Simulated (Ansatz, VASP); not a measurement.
# One calculation of Mn, two programs

The input POSCAR:

```
Mn
1.0
   -1.3936936485      1.3936936485      1.3936936485
    1.3936936485     -1.3936936485      1.3936936485
    1.3936936485      1.3936936485     -1.3936936485
Mn
1
Direct
    0.0000000000      0.0000000000      0.0000000000
```

The input INCAR.step1:

```
  ALGO = Normal
  EDIFF = 1E-4
  ENCUT = 520
  GGA = PE
  ISMEAR = -1
  ISPIN = 2
  LASPH = T
  LCHARG = F
  LMAXMIX = 4
  LREAL = F
  LWAVE = T
  MAGMOM = 1.159
  NBANDS = 16
  NELM = 150
  PREC = Accurate
  SIGMA = 0.05
```

File INCAR.step2:

```
  ALGO = Normal
  EDIFF = 1E-6
  ENCUT = 520
  ISIF = 2
  ISMEAR = -1
  ISPIN = 2
  ISTART = 1
  LASPH = T
  LCHARG = F
  LMAXMIX = 4
  LMIXTAU = T
  LORBIT = 11
  LREAL = F
  LWAVE = F
  MAGMOM = 1.159
  METAGGA = R2SCAN
  NBANDS = 16
  NELM = 150
  PREC = Accurate
  SIGMA = 0.05
```

The input KPOINTS:

```
k-points
0
Gamma
  18 18 18
```

Input for Ansatz:

```yaml
crystal:
  lattice:
    - [-1.3936936485, 1.3936936485, 1.3936936485]
    - [1.3936936485, -1.3936936485, 1.3936936485]
    - [1.3936936485, 1.3936936485, -1.3936936485]
  atoms:
    - { symbol: Mn, position: [0.0, 0.0, 0.0], spin: 1.159 }
hamiltonian:
  xc: r2scan
  pseudopotentials:
    kind: paw
    azcp:
      Mn: "pseudopotentials/Mn.paw.azcp"
basis:
  ecutwfc: 500
  fft_grid_basis: typed
kpoints:
  mp_grid: { grid: [18, 18, 18], shift: [0, 0, 0] }
magnetization:
  spin_polarized: true
scf:
  occupations: { method: fermi_dirac, width: 0.05 }
  lower_state_search: "off"
output:
  stress: true
```

Alike in both runs: task single point; functional r2SCAN; k mesh 18 × 18 × 18; occupations fermi-dirac, width 0.05 eV; collinear spin.

```csv
,VASP,Ansatz
version,VASP 6.6.1,Ansatz 0.2.0
potentials or method,"VASP PAW PBE potentials, release 64 (Mn_pv), cutoff 520 eV","plane waves (500 eV) with PAW, scalar-relativistic"
valence electrons in the cell,13,15
```

|  | VASP | Ansatz | Ansatz less VASP |
| --- | --- | --- | --- |
| pressure (GPa) | 0.1 | -0.2 | -0.36 |
| net moment per atom (μB) | 1.15 | 1.14 | -0.003 |
| size of the moment on the site where the two differ most (μB) | 1.18 | 1.18 | +0.010 |

VASP's potentials were made for PBE, not for r2SCAN. Site moments also hang on the region over which each program counts them. VASP's potentials hold 13 valence electrons a cell and Ansatz's 15, so a difference there can come from the potentials and not from the codes. Ansatz's warnings: stability check not made.
